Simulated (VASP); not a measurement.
# Si (Fm-3m) in VASP: further runs

Si is run at these levels: LDA; tasks: single point.

All numbers are computed with VASP 6.6.1; they aren't measurements. Logs are shortened: lines on timing, memory, paths and dates and some standing lists are left out, and cuts for length are marked.

**1. The cell of the first run**

Symmetry: Fm-3m, No. 225, cubic system. Conventional cell: a = 3.035 Å, b = 3.035 Å, c = 3.035 Å, α = 90.00°, β = 90.00°, γ = 90.00°. Si (site symmetry m-3m) has 12 Si at 2.15 Å within 2.8 Å.

**2. Single point, LDA**

File INCAR:

```
PREC     = Accurate       # precision mode
ENCUT    = 520            # plane-wave cutoff, eV
EDIFF    = 1E-7           # SCF threshold, eV
ISMEAR   = -1             # smearing method
SIGMA    = 0.005          # smearing width, eV
LREAL    = False          # projectors in reciprocal space
LASPH    = True           # aspherical terms in the spheres
NELM     = 60             # most SCF steps
ALGO     = Normal         # electronic algorithm
ISIF     = 2              # what is computed and relaxed
LWAVE    = False          # write WAVECAR
LCHARG   = True           # write CHGCAR
GGA      = CA             # functional
LELF     = True           # ELF
LVHAR    = True         
NBANDS   = 8              # bands
```

File KPOINTS:

```
regular mesh
0
Gamma
  18 18 18
```

File POSCAR:

```
Si
1.0
    0.0000000000      1.5174600798      1.5174600798
    1.5174600798      0.0000000000      1.5174600798
    1.5174600798      1.5174600798      0.0000000000
Si
1
Direct
    0.0000000000      0.0000000000      0.0000000000
```

Potentials or basis: VASP PAW LDA potentials, release 64 (Si).

Started as:

```sh
$ cat potpaw_LDA.64/Si/POTCAR > POTCAR
$ mpirun -np 1 vasp_std > vasp.out
```

OUTCAR:

```text
PREC = Accurate
   ENCUT = 520
   EDIFF = 1E-7
   ISMEAR = -1
   LREAL = False
   LASPH = True
   NELM = 60
   ISIF = 2
   GGA = CA

 ion  position               nearest neighbor table
   1  0.000  0.000  0.000-

  LATTYP: Found a face centered cubic cell.
 ALAT       =     3.0349201596

  Lattice vectors:

 A1 = (   0.0000000000,   1.5174600798,   1.5174600798)
 A2 = (   1.5174600798,   0.0000000000,   1.5174600798)
 A3 = (   1.5174600798,   1.5174600798,   0.0000000000)

Analysis of symmetry for initial positions (statically):
=====================================================================
 Subroutine PRICEL returns:
 Original cell was already a primitive cell.

 Routine SETGRP: Setting up the symmetry group for a
 face centered cubic supercell.

 Subroutine GETGRP returns: Found 48 space group operations
 (whereof 48 operations were pure point group operations)
 out of a pool of 48 trial point group operations.

The static configuration has the point symmetry O_h .

Analysis of symmetry for dynamics (positions and initial velocities):
=====================================================================
 Subroutine PRICEL returns:
 Original cell was already a primitive cell.

 Routine SETGRP: Setting up the symmetry group for a
 face centered cubic supercell.

 Subroutine GETGRP returns: Found 48 space group operations
 (whereof 48 operations were pure point group operations)
 out of a pool of 48 trial point group operations.

The dynamic configuration has the point symmetry O_h .

 Subroutine INISYM returns: Found 48 space group operations
 (whereof 48 operations are pure point group operations),
 and found     1 'primitive' translations

----------------------------------------------------------------------------------------

                                     Primitive cell

  volume of cell :       6.9885

  direct lattice vectors                    reciprocal lattice vectors
     0.000000000  1.517460080  1.517460080    -0.329497960  0.329497960  0.329497960
     1.517460080  0.000000000  1.517460080     0.329497960 -0.329497960  0.329497960
     1.517460080  1.517460080  0.000000000     0.329497960  0.329497960 -0.329497960

  length of vectors
     2.146012625  2.146012625  2.146012625     0.570707207  0.570707207  0.570707207

  position of ions in fractional coordinates (direct lattice)
[... 70 lines left out ...]
   ICHARG =      2    charge: 1-file 2-atom 10-const
   ISPIN  =      1    spin polarized calculation?
   LNONCOLLINEAR =      F non collinear calculations
   LSORBIT =      F    spin-orbit coupling
   LASPH  =      T    aspherical Exc in radial PAW
   ENCUT  =  520.0 eV  38.22 Ry    6.18 a.u.   3.99  3.99  3.99*2*pi/ulx,y,z
   NELM   =     60;   NELMIN=  2; NELMDL= -5     # of ELM steps
   EDIFF  = 0.1E-06   stopping-criterion for ELM
   LREAL  =      F    real-space projection
   EDIFFG = 0.1E-05   stopping-criterion for IOM
   NSW    =      0    number of steps for IOM
   IBRION =     -1    ionic relax: 0-MD 1-quasi-New 2-CG
   NFREE  =      0    steps in history (QN), initial steepest desc. (CG)
   ISIF   =      2    stress and relaxation
   ISYM   =      2    0-nonsym 1-usesym 2-fastsym
   POTIM  = 0.5000    time-step for ionic-motion
   TEBEG  =    0.0;   TEEND  =   0.0 temperature during run
   PSTRESS=    0.0 pullay stress
   NELECT =       4.0000    total number of electrons
   NUPDOWN=      -1.0000    fix difference up-down
   EMIN   =  10.00;   EMAX   =-10.00  energy-range for DOS
   EFERMI =   0.00;   METHOD = LEGACY
   ISMEAR =    -1;   SIGMA  =   0.01  broadening in eV -4-tet -1-fermi 0-gaus
   EFERMI_NEDOS =   21; number of points for ismear=-14 and -15
   IALGO  =     38    algorithm
   IMIX   =      4    mixing-type and parameters
     AMIX     =   0.40;   BMIX     =  1.00
     AMIX_MAG =   1.60;   BMIX_MAG =  1.00
  volume/ion in A,a.u.               =       6.99        47.16
  Fermi-wavevector in a.u.,A,eV,Ry     =   1.359255  2.568619 25.137767  1.847574
  Thomas-Fermi vector in A             =   2.486018
   LORBIT       =      0    0 simple, 1 ext, 2 COOP (PROOUT), +10 PAW based schemes
   GGA     = CA    functional components
   LHFCALC =     F    Hartree Fock is set to
   AEXX    =    0.0000 exact exchange contribution
   IVDW    =     0    specifies the selected vdW correction
   LEPSILON=     F    determine dielectric tensor
   LRPA    =     F    only Hartree local field effects (RPA)
 non-spin polarized calculation
  energy-cutoff  :      520.00
  volume of cell :        6.99
 maximum number of plane-waves:       198
   NGX =  7   NGY =  7   NGZ =  7

 number of electron       4.0000000 magnetization

 Free energy of the ion-electron system (eV)
  ---------------------------------------------------
  ext. energy  EPLUGINS =         0.00000000
  ---------------------------------------------------
  free energy    TOTEN  =        -2.24922875 eV

  energy without entropy =       -2.24913297  energy(sigma->0) =       -2.24918086

 E-fermi :  22.8891     XC(G=0): -14.4646

 val. band max:       22.8889138480   @ k =   0.3889   0.2222   0.0556
 cond. band min:      22.8939421317   @ k =   0.5000   0.3889   0.0000
 fundamental gap:      0.0050282837
 Fermi energy:        22.8890628450

 k-point     1 :       0.0000    0.0000    0.0000
  band No.  band energies     occupation
      1       0.2984      2.00000
      2      38.1835      0.00000
      3      38.1835      0.00000
      4      38.1835      0.00000
      5      45.7214      0.00000
      6      45.8477      0.00000
      7      45.8477      0.00000
      8      45.8477      0.00000
[... 243 lines left out ...]
 k-point    24 :      -0.2222    0.0556    0.0000
  band No.  band energies     occupation
      1       3.0886      2.00000
      2      25.0996      0.00000
      3      34.5132      0.00000
      4      38.4850      0.00000
      5      42.6006      0.00000
      6      44.6360      0.00000
      7      45.5465      0.00000
      8      49.6437      0.00000

 [... further k-points ...]
[... 5 lines left out ...]
  --------------------------------------------------------------------------------------
  -------------------------------------------------------------------------------------
  Total       12.4513727     12.4513727     12.4513727     -0.0000000     -0.0000000      0.0000000
  in kB     2854.6048283   2854.6048283   2854.6048283     -0.0000000     -0.0000000      0.0000000
  external PRESSURE =    2854.6048283 kB  Pullay stress =       0.0000000 kB

 VOLUME and BASIS-vectors are now :
 -----------------------------------------------------------------------------
  energy-cutoff  :      520.00
  volume of cell :        6.99
      direct lattice vectors                 reciprocal lattice vectors
     0.000000000  1.517460080  1.517460080    -0.329497960  0.329497960  0.329497960
     1.517460080  0.000000000  1.517460080     0.329497960 -0.329497960  0.329497960
     1.517460080  1.517460080  0.000000000     0.329497960  0.329497960 -0.329497960

 POSITION                                       TOTAL-FORCE (eV/Angst)
 -----------------------------------------------------------------------------------
      0.00000      0.00000      0.00000        -0.000000      0.000000      0.000000
 -----------------------------------------------------------------------------------
    total drift:                                0.000000      0.000000      0.000000

  FREE ENERGIE OF THE ION-ELECTRON SYSTEM (eV)
  ---------------------------------------------------
  free  energy   TOTEN  =        -2.2492287485 eV

  energy  without entropy=       -2.2491329743  energy(sigma->0) =       -2.24918086
```

stdout:

```text
POSCAR found type information on POSCAR Si
 POSCAR found :  1 types and       1 ions
 scaLAPACK will be used
 LDA part: xc-table for (Slater(with rela. corr.)+CA(PZ))
 , standard interpolation
 POSCAR, INCAR and KPOINTS ok, starting setup
 FFT: planning ... GRIDC
 FFT: planning ... GRID_SOFT
 FFT: planning ... GRID
 WAVECAR not read
 entering main loop
```

It took 18 s on 1 thread of AMD EPYC 9R45, shared host; peak memory 0.08 GiB.

What came out:

```yaml
Free_energy: -2.2492 eV
Pressure: 285.5 GPa
Band_gap_on_the_k_mesh: zero (band 2 reaches 38.18 eV, above the bottom of band 3 at 17.84 eV)
```

Levels at points of the mesh, in eV from the Fermi level:
| k point | band 1 | band 2 | band 3 | band 4 | band 5 |
| --- | --- | --- | --- | --- | --- |
| (0.00, 0.00, 0.00) | -22.59 | 15.29 | 15.29 | 15.29 | 22.83 |
| (0.50, 0.00, 0.00) | -12.38 | -10.37 | 13.35 | 13.35 | 17.97 |
| (0.50, 0.50, 0.00) | -9.19 | -6.48 | 2.54 | 6.53 | 6.53 |

**3. Single point, LDA (volume scaled by 0.6)**

File INCAR:

```
ALGO = Normal
EDIFF = 1E-6
ENCUT = 520
ISIF = 2
ISMEAR = -1
LASPH = T
LCHARG = F
LREAL = F
LWAVE = F
NBANDS = 8
NELM = 100
PREC = Accurate
SIGMA = 0.08
```

File KPOINTS:

```
k-points
0
Gamma
  18 18 18
```

File POSCAR:

```
Si
1.0
    0.0000000000      1.6125419572      1.6125419572
    1.6125419572      0.0000000000      1.6125419572
    1.6125419572      1.6125419572      0.0000000000
Si
1
Direct
    0.0000000000      0.0000000000      0.0000000000
```

Potentials or basis: VASP PAW LDA potentials, release 64 (Si).

Started as:

```sh
$ cat potpaw_LDA.64/Si/POTCAR > POTCAR
$ mpirun -np 1 vasp_std > vasp.out
```

Wall time 26 s (1 thread of AMD EPYC 9R45, shared host); peak memory 0.08 GiB.

The run converged. Its results:

- Free energy: -4.0182 eV
- Pressure: 137.6 GPa
- Band gap on the k mesh: zero (band 2 reaches 33.37 eV, above the bottom of band 3 at 15.06 eV)

Levels at points of the mesh, in eV from the Fermi level:
```
           k point  band 1  band 2  band 3  band 4  band 5
(0.00, 0.00, 0.00)  -20.39   14.20   14.20   14.20   19.21
(0.50, 0.00, 0.00)  -11.00   -9.66   12.54   12.54   14.82
(0.50, 0.50, 0.00)   -8.31   -5.74    3.05    5.28    5.28
```

(Continued in part 2 of 2.)
